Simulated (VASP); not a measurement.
# FeO: single point with LDA+U

The system is FeO.

```
Fe O
1.0
     3.50238    0.00000    0.00000
     0.00000    3.50238    0.00000
     0.00000    0.00000    4.36047
Fe O
2 2
Direct
  0.00000 0.50000 0.00000
  0.50000 0.00000 0.50000
  0.00000 0.00000 0.25000
  0.00000 0.00000 0.75000
```

| Quantity | Value |
| --- | --- |
| Program | VASP 6.6.1 |
| Task | single point |
| Functional | LDA |
| Potentials or basis | VASP PAW LDA potentials, release 64 (Fe, O) |
| Cutoff | 520 eV |
| k mesh | 5 × 5 × 5 |
| Occupations | gaussian, width 0.05 eV |
| Spin | collinear spin, ferromagnetic start |
| Starting moments | [3.62, 3.62, 0.17, 0.17] μB |
| Hubbard terms | Fe d U = 3.0 eV |

The pressure is -13.9 GPa. The net moment is 7.54 μB per cell. The site moments are Fe +3.62; O +0.14 μB and the valence electrons inside the program's atomic spheres are Fe 6.70; O 4.94.

Stress tensor (GPa, compression positive):
```
-28.92   0.00   0.00
  0.00 -28.92   0.00
  0.00   0.00  16.08
```

Levels at points of the mesh, in eV from the Fermi level:
Spin up:
```
           k point  band 16  band 17  band 18  band 19  band 20  band 21
(0.00, 0.00, 0.00)    -0.51    -0.44    -0.44     0.05     4.89     6.97
```
Spin down:
| k point | band 7 | band 8 | band 9 | band 10 | band 11 | band 12 | band 13 | band 14 |
| --- | --- | --- | --- | --- | --- | --- | --- | --- |
| (0.00, 0.00, 0.00) | -4.54 | -3.29 | -0.93 | 0.14 | 0.14 | 0.29 | 0.79 | 0.86 |

Eigenvalues of the final occupation matrices:
| site | spin | trace | eigenvalues |
| --- | --- | --- | --- |
| site 1 d | 1 | 4.81 | 0.92 0.95 0.96 0.96 1.01 |
| site 1 d | 2 | 1.22 | 0.05 0.06 0.24 0.38 0.49 |
| site 2 d | 1 | 4.81 | 0.92 0.95 0.96 0.96 1.01 |
| site 2 d | 2 | 1.22 | 0.05 0.06 0.24 0.38 0.49 |

Run time: 30 s on 1 thread of Intel(R) Xeon(R) 6975P-C (Granite Rapids), on a shared host, peak memory 0.17 GiB.

Caveat: only a ferromagnetic start was run, and an antiferromagnetic order may lie lower in energy. The state reached can hang on the start; a lower one may exist.
